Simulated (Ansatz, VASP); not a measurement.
AlN: VASP beside Ansatz

Contents of INCAR:

```
SYSTEM = AlN
PREC = Accurate ; ENCUT = 520
EDIFF = 1E-6 ; ISMEAR = -1
SIGMA = 0.02 ; LREAL = .False.
LASPH = .True. ; NELM = 60
ALGO = Normal ; ISIF = 2
LWAVE = .False. ; LCHARG = .False.
GGA = PE ; NBANDS = 11
```

Contents of KPOINTS:

```
regular mesh
0
Gamma
  10 10 10
  0 0 0
```

File POSCAR:

```
AlN
1.0
   -0.0231160437      2.0188684454      2.0188684454
    2.0188684454     -0.0231160437      2.0188684454
    1.9957524017      1.9957524017      0.0000000000
Al N
1 1
Direct
    0.0000000000      0.0000000000      0.0000000000
    0.5000000000      0.5000000000      0.5000000000
```

Input for Ansatz:

```yaml
crystal:
  lattice:
    - [-0.0231160437, 2.0188684454, 2.0188684454]
    - [2.0188684454, -0.0231160437, 2.0188684454]
    - [1.9957524017, 1.9957524017, 0.0]
  atoms:
    - { symbol: Al, position: [0.0, 0.0, 0.0] }
    - { symbol: "N", position: [0.5, 0.5, 0.5] }
kpoints:
  mp_grid: { grid: [10, 10, 10] }
  band_path:
    path:
      - [0.0, 0.0, 0.0]
      - [0.5, 0.0, 0.5]
      - [0.625, 0.25, 0.625]
      - [0.375, 0.375, 0.75]
      - [0.5, 0.5, 0.5]
      - [0.5, 0.25, 0.75]
    npoints: 1
hamiltonian:
  xc: pbe
scf:
  occupations: { method: fermi_dirac, width: 0.02 }
  n_extra_bands: 4
output:
  forces: true
  stress: true
  eigenvalues: true
```

Change from the starting cell: shear_xy strain -2.3%.

Alike in both runs: task single point; functional PBE; k mesh 10 × 10 × 10; occupations fermi-dirac, width 0.02 eV; no spin polarisation.

|  | VASP | Ansatz |
| --- | --- | --- |
| version | VASP 6.6.1 | Ansatz 0.2.0 |
| potentials or method | VASP PAW PBE potentials, release 64 (Al, N) | plane waves, PAW |
| plane-wave cutoff (eV) | 520 | 420 |
| valence electrons in the cell | 8 | 8 |

```csv
,VASP,Ansatz,Ansatz less VASP
gap on the k mesh at the Fermi level (eV),4.31,4.33,+0.018
pressure (GPa),6.2,6.5,+0.30
"traceless stress, the component that is largest in VASP (GPa)",7.24,7.24,-0.001
```
